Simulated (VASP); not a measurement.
**InGa2N3: single point with PBE**

InGa2N3:

```
CELL_PARAMETERS angstrom
-3.03565 3.03565 3.42757
3.03565 -3.03565 3.42757
3.03565 3.03565 -3.42757
ATOMIC_POSITIONS crystal
In 0.50000 0.50000 0.00000
Ga 0.75000 0.25000 0.50000
Ga 0.25000 0.75000 0.50000
N 0.00000 0.00000 0.00000
N 0.50000 0.00000 0.50000
N 0.00000 0.50000 0.50000
```

```
Program                : VASP 6.6.1
Task                   : single point
Functional             : PBE
Potentials or basis    : VASP PAW PBE potentials, release 64 (In_d, Ga_d, N)
Cutoff                 : 520 eV
k mesh                 : 6 × 6 × 6
Occupations            : gaussian, width 0.1 eV
Spin                   : collinear spin, ferromagnetic start
Starting moments       : [0.0, 0.0, 0.0, 1.0, 1.0, 1.0] μB
Dipole correction      : no
Further INCAR settings : ALGO = Normal; EDIFF = 1e-06; NBANDS = 40
```

```
Pressure                                              : -0.2 GPa
Band gap on the k mesh                                : zero (filled and empty bands overlap)
Net moment                                            : 2.02 μB per cell
Site moments                                          : In -0.03; Ga -0.04; N +1.47, +0.05 μB
Valence electrons inside the program's atomic spheres : In 11.21; Ga 11.90; N 3.31, 3.72
```

Stress tensor (GPa, compression positive):
```
 0.11  0.00  0.00
 0.00  0.11  0.00
 0.00  0.00 -0.74
```

Levels at points of the mesh, in eV from the Fermi level:
Spin up:
| k point | band 26 | band 27 | band 28 | band 29 | band 30 | band 31 |
| --- | --- | --- | --- | --- | --- | --- |
| (0.00, 0.00, 0.00) | -2.11 | -0.99 | -0.99 | 0.80 | 1.10 | 1.10 |
| (0.50, 0.00, 0.00) | -1.88 | -1.08 | -1.02 | 0.82 | 2.24 | 2.82 |
| (0.50, 0.50, 0.00) | -2.23 | -1.62 | -0.51 | -0.08 | 0.82 | 2.59 |
| (0.50, 0.50, 0.50) | -2.07 | -0.95 | -0.95 | 0.96 | 2.27 | 3.15 |
Spin down:
```
           k point  band 23  band 24  band 25  band 26  band 27  band 28  band 29  band 30
(0.00, 0.00, 0.00)    -3.48    -2.33    -2.33    -0.58     0.73     0.89     0.89     1.76
(0.50, 0.00, 0.00)    -2.87    -2.54    -1.48     0.39     0.72     0.94     1.69     2.11
(0.50, 0.50, 0.00)    -2.28    -1.71    -1.49    -0.95    -0.50     1.06     1.72     1.84
(0.50, 0.50, 0.50)    -3.85    -1.76    -1.76    -0.70     0.88     1.66     1.66     2.85
```

It took 15 min on 1 thread of AMD EPYC 7R13, on a shared host, peak memory 0.43 GiB.

Caveat: spin-orbit coupling is left out, which moves the levels of the heavy elements.
